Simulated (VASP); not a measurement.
A run of VASP 6.6.1 is set up as follows.

Contents of INCAR:

```
SYSTEM = W2Se
ALGO     = Normal         ! electronic algorithm
EDIFF    = 1E-6           ! SCF threshold, eV
ENCUT    = 520            ! plane-wave cutoff, eV
GGA      = PE             ! functional
ISIF     = 2              ! what is computed and relaxed
ISMEAR   = 0              ! smearing method
LASPH    = .True.         ! aspherical terms in the spheres
LCHARG   = .False.        ! write CHGCAR
LREAL    = .False.        ! projectors in reciprocal space
LWAVE    = .False.        ! write WAVECAR
NBANDS   = 43             ! bands
NELM     = 80             ! most SCF steps
PREC     = Accurate       ! precision mode
SIGMA    = 0.1            ! smearing width, eV
```

KPOINTS

```
k-points
0
Gamma
  12 12 4
  0 0 0
```

POSCAR

```
W2Se
1.0
    3.1805117164      0.0000000000      0.0000000000
   -1.5902558582      2.7544039434      0.0000000000
    0.0000000000      0.0000000000     12.6623116196
W Se
4 2
Direct
    0.0000000000      0.0000000000      0.5864136880
    0.0000000000      0.0000000000      0.0864136880
    0.3333333333      0.6666666667      0.7298385280
    0.6666666667      0.3333333333      0.2298385280
    0.0000000000      0.0000000000      0.3775923539
    0.0000000000      0.0000000000      0.8775923539
```

Potentials or basis: VASP PAW PBE potentials, release 64 (W_sv, Se).

Run with:

```bash
$ cat potpaw_PBE.64/W_sv/POTCAR potpaw_PBE.64/Se/POTCAR > POTCAR
$ mpirun -np 1 vasp_std > vasp.out
```

Problem. Estimate the band gap on the k mesh.

Solution. Zero (bands 34 and 35 overlap by 0.38 eV).

Problem. Predict the pressure.

Solution. 0.4 GPa.

Problem. Predict the largest force.

Solution. 0.035 eV/Å.

Forces on the atoms (eV/Å):
```
W    0.000  0.000 -0.035
W    0.000  0.000 -0.035
W    0.000  0.000  0.014
W    0.000  0.000  0.014
Se   0.000  0.000  0.021
Se   0.000  0.000  0.021
```

Caveat: spin-orbit coupling is left out, which moves the levels of the heavy elements.
